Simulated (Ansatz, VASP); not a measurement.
**Sn in VASP and in Ansatz**

INCAR

```
SYSTEM = Sn
PREC = Accurate
ENCUT = 520
EDIFF = 1E-6
ISMEAR = -1
SIGMA = 0.05
LREAL = .False.
LASPH = .True.
NELM = 100
ALGO = Normal
ISIF = 2
LWAVE = .False.
LCHARG = .True.
GGA = PS
LELF = .True.
LVHAR = .True.
NBANDS = 21
```

File KPOINTS:

```
regular mesh
0
Gamma
  11 11 11
  0 0 0
```

Contents of POSCAR:

```
Sn
1.0
    0.0000000000      3.2563828035      3.2563828035
    3.2563828035      0.0000000000      3.2563828035
    3.2563828035      3.2563828035      0.0000000000
Sn
2
Direct
    0.5000000000      0.5000000000      0.5000000000
    0.7500000000      0.7500000000      0.7500000000
```

Input for Ansatz:

```yaml
crystal:
  lattice:
    - [0.0, 3.2563828035, 3.2563828035]
    - [3.2563828035, 0.0, 3.2563828035]
    - [3.2563828035, 3.2563828035, 0.0]
  atoms:
    - { symbol: Sn, position: [0.5, 0.5, 0.5] }
    - { symbol: Sn, position: [0.75, 0.75, 0.75] }
kpoints:
  mp_grid: { grid: [11, 11, 11] }
  band_path:
    path:
      - [0.0, 0.0, 0.0]
      - [0.5, 0.0, 0.5]
      - [0.625, 0.25, 0.625]
      - [0.375, 0.375, 0.75]
      - [0.0, 0.0, 0.0]
      - [0.5, 0.5, 0.5]
      - [0.5, 0.25, 0.75]
      - [0.5, 0.0, 0.5]
    npoints: 5
scf:
  occupations: { method: fermi_dirac, width: 0.05 }
hamiltonian:
  xc: pbesol
  pseudopotentials: { kind: all_electron, lapw: { basis_error: 0.001 } }
output:
  forces: true
  stress: true
  eigenvalues: true
```

Change from the starting cell: volume scaled by 1.01.

Alike in both runs: task single point; functional PBEsol; k mesh 11 × 11 × 11; occupations fermi-dirac, width 0.05 eV; no spin polarisation.

```csv
,VASP,Ansatz
version,VASP 6.6.1,Ansatz 0.2.0
potentials or method,"VASP PAW PBE potentials, release 64 (Sn_d), cutoff 520 eV","all-electron LAPW, scalar-relativistic"
```

```tsv
	VASP	Ansatz	Ansatz less VASP
pressure (GPa)	0.5	0.5	+0.07
```

VASP's potentials were made for PBE, not for PBEsol. Ansatz ran all-electron here, and VASP with PAW potentials.
